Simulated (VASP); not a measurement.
# Ir (I4/mmm) in VASP: a series of runs

The runs below take Ir through single point, with LDA.

Everything below comes from runs of VASP 6.6.1. Logs are shortened: lines on timing, memory, paths and dates and some standing lists are left out, and cuts for length are marked.

## (1) The cell of the first run

It takes space group I4/mmm (No. 139, tetragonal). Conventional cell: a = 2.987 Å, b = 2.987 Å, c = 3.102 Å, α = 90.00°, β = 90.00°, γ = 90.00°. Within 3.5 Å of Ir (site symmetry 4/mmm) lie 14 Ir at 2.62 to 3.10 Å.

## (2) Single point, LDA (13.84 Å³/atom)

File INCAR:

```
SYSTEM = Ir
ALGO = Normal
EDIFF = 1E-6
ENCUT = 560
GGA_COMPAT = .FALSE.
ISIF = 2
ISMEAR = 0
LASPH = .TRUE.
LCHARG = .TRUE.
LELF = .TRUE.
LREAL = .FALSE.
LVHAR = .TRUE.
LWAVE = .FALSE.
NBANDS = 14
NELM = 120
PREC = Accurate
SIGMA = 0.15
```

File KPOINTS:

```
k-points
0
G
  22 22 22
  0 0 0
```

File POSCAR:

```
Ir
1.0
    0.0000000000      2.1120105870      1.5508493740
    2.1120105870      0.0000000000      1.5508493740
    2.1120105870      2.1120105870      0.0000000000
Ir
1
Direct
    0.0000000000      0.0000000000      0.0000000000
```

Potentials or basis: VASP PAW LDA potentials, release 64 (Ir_sv_GW).

Launch:

```sh
> cat potpaw_LDA.64/Ir_sv_GW/POTCAR > POTCAR
> mpirun -np 1 vasp_std > vasp.out
```

OUTCAR:

```text
SYSTEM = Ir
   EDIFF = 1E-6
   ENCUT = 560
   ISIF = 2
   ISMEAR = 0
   LASPH = .TRUE.
   LREAL = .FALSE.
   NELM = 120
   PREC = Accurate

 ion  position               nearest neighbor table
   1  0.000  0.000  0.000-

  LATTYP: Found a body centered tetragonal cell.
 ALAT       =     2.9868340160
 C/A-ratio  =     1.0384570188

  Lattice vectors:

 A1 = (   0.0000000000,  -2.1120105870,  -1.5508493740)
 A2 = (   0.0000000000,   2.1120105870,  -1.5508493740)
 A3 = (   2.1120105870,   0.0000000000,   1.5508493740)

Analysis of symmetry for initial positions (statically):
=====================================================================
 Subroutine PRICEL returns:
 Original cell was already a primitive cell.

 Routine SETGRP: Setting up the symmetry group for a
 body centered tetragonal supercell.

 Subroutine GETGRP returns: Found 16 space group operations
 (whereof 16 operations were pure point group operations)
 out of a pool of 16 trial point group operations.

The static configuration has the point symmetry D_4h.

Analysis of symmetry for dynamics (positions and initial velocities):
=====================================================================
 Subroutine PRICEL returns:
 Original cell was already a primitive cell.

 Routine SETGRP: Setting up the symmetry group for a
 body centered tetragonal supercell.

 Subroutine GETGRP returns: Found 16 space group operations
 (whereof 16 operations were pure point group operations)
 out of a pool of 16 trial point group operations.

The dynamic configuration has the point symmetry D_4h.

 Subroutine INISYM returns: Found 16 space group operations
 (whereof 16 operations are pure point group operations),
 and found     1 'primitive' translations

----------------------------------------------------------------------------------------

                                     Primitive cell

  volume of cell :      13.8354

  direct lattice vectors                    reciprocal lattice vectors
     0.000000000  2.112010587  1.550849374    -0.236741238  0.236741238  0.322403973
     2.112010587  0.000000000  1.550849374     0.236741238 -0.236741238  0.322403973
     2.112010587  2.112010587  0.000000000     0.236741238  0.236741238 -0.322403973

  length of vectors
     2.620252373  2.620252373  2.986834016     0.464797966  0.464797966  0.464797966

  position of ions in fractional coordinates (direct lattice)
     0.000000000  0.000000000  0.000000000

  ion indices of the primitive-cell ions
   primitive index   ion index
                 1           1

----------------------------------------------------------------------------------------

 KPOINTS: k-points

Automatic generation of k-mesh.
 Grid dimensions read from file:
 generate k-points for:   22   22   22

 Generating k-lattice:

  Cartesian coordinates                     Fractional coordinates (reciprocal lattice)
    -0.010760965  0.010760965  0.014654726     0.045454545  0.000000000  0.000000000
     0.010760965 -0.010760965  0.014654726     0.000000000  0.045454545  0.000000000
     0.010760965  0.010760965 -0.014654726     0.000000000  0.000000000  0.045454545

  Length of vectors
     0.021127180  0.021127180  0.021127180

  Shift w.r.t. Gamma in fractional coordinates (k-lattice)
     0.000000000  0.000000000  0.000000000

 Subroutine IBZKPT returns following result:
 ===========================================

 Found    834 irreducible k-points:

 Following reciprocal coordinates:
            Coordinates               Weight
  0.000000  0.000000  0.000000      1.000000
  0.045455  0.000000  0.000000      8.000000
  0.090909  0.000000  0.000000      8.000000
  0.136364  0.000000  0.000000      8.000000
  0.181818  0.000000  0.000000      8.000000
  0.227273  0.000000  0.000000      8.000000
[... 16 lines left out ...]
  0.500000  0.045455  0.000000      8.000000
 -0.454545  0.045455  0.000000      8.000000
 [... further k-points ...]
   k-points           NKPTS =    834   k-points in BZ     NKDIM =    834   number of bands    NBANDS=     14
   number of dos      NEDOS =    301   number of ions     NIONS =      1
   total plane-waves  NPLWV =   9600
   dimension x,y,z NGX =    20 NGY =   20 NGZ =   24
   dimension x,y,z NGXF=    40 NGYF=   40 NGZF=   48
   ions per type =               1
   NGX,Y,Z   is equivalent  to a cutoff of  12.69, 12.69, 13.36 a.u.
   NGXF,Y,Z  is equivalent  to a cutoff of  25.38, 25.38, 26.72 a.u.
 SYSTEM =  Ir
   PREC   = accura    normal or accurate (medium, high low for compatibility)
   ISTART =      0    job   : 0-new  1-cont  2-samecut
   ICHARG =      2    charge: 1-file 2-atom 10-const
   ISPIN  =      1    spin polarized calculation?
   LNONCOLLINEAR =      F non collinear calculations
   LSORBIT =      F    spin-orbit coupling
   LASPH  =      T    aspherical Exc in radial PAW
   ENCUT  =  560.0 eV  41.16 Ry    6.42 a.u.   5.06  5.06  5.76*2*pi/ulx,y,z
   NELM   =    120;   NELMIN=  2; NELMDL= -5     # of ELM steps
   EDIFF  = 0.1E-05   stopping-criterion for ELM
   LREAL  =      F    real-space projection
[... 7 lines left out ...]
   TEBEG  =    0.0;   TEEND  =   0.0 temperature during run
   PSTRESS=    0.0 pullay stress
   NELECT =      17.0000    total number of electrons
   NUPDOWN=      -1.0000    fix difference up-down
   EMIN   =  10.00;   EMAX   =-10.00  energy-range for DOS
   EFERMI =   0.00;   METHOD = LEGACY
   ISMEAR =     0;   SIGMA  =   0.15  broadening in eV -4-tet -1-fermi 0-gaus
   EFERMI_NEDOS =   21; number of points for ismear=-14 and -15
   IALGO  =     38    algorithm
   IMIX   =      4    mixing-type and parameters
     AMIX     =   0.40;   BMIX     =  1.00
     AMIX_MAG =   1.60;   BMIX_MAG =  1.00
  volume/ion in A,a.u.               =      13.84        93.37
  Fermi-wavevector in a.u.,A,eV,Ry     =   1.753452  3.313544 41.832388  3.074594
  Thomas-Fermi vector in A             =   2.823585
   LORBIT       =      0    0 simple, 1 ext, 2 COOP (PROOUT), +10 PAW based schemes
   GGA     = CA    functional components
   LHFCALC =     F    Hartree Fock is set to
   AEXX    =    0.0000 exact exchange contribution
   IVDW    =     0    specifies the selected vdW correction
   LEPSILON=     F    determine dielectric tensor
   LRPA    =     F    only Hartree local field effects (RPA)
 non-spin polarized calculation
 Gauss-broadening in eV      SIGMA  =   0.15
  energy-cutoff  :      560.00
  volume of cell :       13.84
 maximum number of plane-waves:       434
   NGX = 11   NGY = 11   NGZ = 11

 number of electron      17.0000000 magnetization

 Free energy of the ion-electron system (eV)
  ---------------------------------------------------
  ext. energy  EPLUGINS =         0.00000000
  ---------------------------------------------------
  free energy    TOTEN  =       -10.24077957 eV

  energy without entropy =      -10.21780845  energy(sigma->0) =      -10.22929401

 E-fermi :  12.8423     XC(G=0): -14.9133

 val. band max:       12.8419650107   @ k =   0.3636   0.2273   0.0455
 cond. band min:      12.8427963920   @ k =  -0.1818   0.1364   0.0909
 fundamental gap:      0.0008313813
 Fermi energy:        12.8422696743

 k-point     1 :       0.0000    0.0000    0.0000
  band No.  band energies     occupation
      1     -79.3213      2.00000
      2     -36.0126      2.00000
      3     -36.0126      2.00000
      4     -35.8978      2.00000
      5       1.7811      2.00000
      6       8.8394      2.00000
      7       8.8394      2.00000
      8       9.2257      2.00000
      9      11.8839      2.00000
     10      12.5649      1.99108
     11      28.5103      0.00000
     12      29.3217      0.00000
     13      29.3217      0.00000
     14      41.0917      0.00000

 k-point     2 :       0.0455    0.0000    0.0000
  band No.  band energies     occupation
      1     -79.3201      2.00000
      2     -36.0234      2.00000
      3     -36.0189      2.00000
      4     -35.9064      2.00000
      5       1.8809      2.00000
      6       8.8390      2.00000
      7       8.8539      2.00000
      8       9.2533      2.00000
      9      11.8360      2.00000
     10      12.5421      1.99535
     11      28.6429      0.00000
     12      29.4265      0.00000
     13      29.4784      0.00000
     14      39.6019      0.00000

 k-point     3 :       0.0909    0.0000    0.0000
  band No.  band energies     occupation
      1     -79.3154      2.00000
      2     -36.0615      2.00000
      3     -36.0365      2.00000
      4     -35.9230      2.00000
      5       2.1732      2.00000
      6       8.8024      2.00000
      7       8.8315      2.00000
      8       9.4347      2.00000
      9      11.7052      2.00000
     10      12.4948      1.99895
     11      28.9623      0.00000
     12      29.7195      0.00000
     13      29.9412      0.00000
     14      37.9759      0.00000
[... 324 lines left out ...]
 k-point    23 :       0.5000    0.0455    0.0000
  band No.  band energies     occupation
      1     -79.2393      2.00000
      2     -36.8447      2.00000
      3     -36.3095      2.00000
      4     -35.9583      2.00000
      5       4.9121      2.00000
      6       7.2358      2.00000
      7      11.4927      2.00000
      8      11.7879      2.00000
      9      13.9010      0.00000
     10      15.2321      0.00000
     11      21.2945      0.00000
     12      25.8631      0.00000
     13      30.0536      0.00000
     14      36.1332      0.00000

 k-point    24 :      -0.4545    0.0455    0.0000
  band No.  band energies     occupation
      1     -79.2408      2.00000
      2     -36.8294      2.00000
      3     -36.3036      2.00000
      4     -35.9585      2.00000
      5       4.9284      2.00000
      6       7.2641      2.00000
      7      11.1795      2.00000
      8      11.9918      2.00000
      9      13.6488      0.00000
     10      15.0179      0.00000
     11      21.7298      0.00000
     12      25.9678      0.00000
     13      30.3971      0.00000
     14      36.2303      0.00000

 [... further k-points ...]
[... 5 lines left out ...]
  --------------------------------------------------------------------------------------
  -------------------------------------------------------------------------------------
  Total        0.3223984      0.3223984      2.5987813      0.0000000      0.0000000     -0.0000000
  in kB       37.3346145     37.3346145    300.9459618      0.0000000      0.0000000     -0.0000000
  external PRESSURE =     125.2050636 kB  Pullay stress =       0.0000000 kB

 VOLUME and BASIS-vectors are now :
 -----------------------------------------------------------------------------
  energy-cutoff  :      560.00
  volume of cell :       13.84
      direct lattice vectors                 reciprocal lattice vectors
     0.000000000  2.112010587  1.550849374    -0.236741238  0.236741238  0.322403973
     2.112010587  0.000000000  1.550849374     0.236741238 -0.236741238  0.322403973
     2.112010587  2.112010587  0.000000000     0.236741238  0.236741238 -0.322403973

 POSITION                                       TOTAL-FORCE (eV/Angst)
 -----------------------------------------------------------------------------------
      0.00000      0.00000      0.00000        -0.000000      0.000000      0.000000
 -----------------------------------------------------------------------------------
    total drift:                                0.000000     -0.000000      0.000000

  FREE ENERGIE OF THE ION-ELECTRON SYSTEM (eV)
  ---------------------------------------------------
  free  energy   TOTEN  =       -10.2407795739 eV

  energy  without entropy=      -10.2178084533  energy(sigma->0) =      -10.22929401
```

Wall time 54 s (1 thread of Intel Xeon 6975P-C (Granite Rapids), shared host); peak memory 0.29 GiB.

Results:

```yaml
Free_energy: -10.2408 eV
Pressure: 12.5 GPa
Band_gap_on_the_k_mesh: zero (an odd number of electrons rules out a gap without spin polarisation)
```

Caveat: the stress differs along the axes, from 4 to 30 GPa; spin-orbit coupling is left out, which moves the levels of the heavy elements.

(Continued in part 2 of 2.)
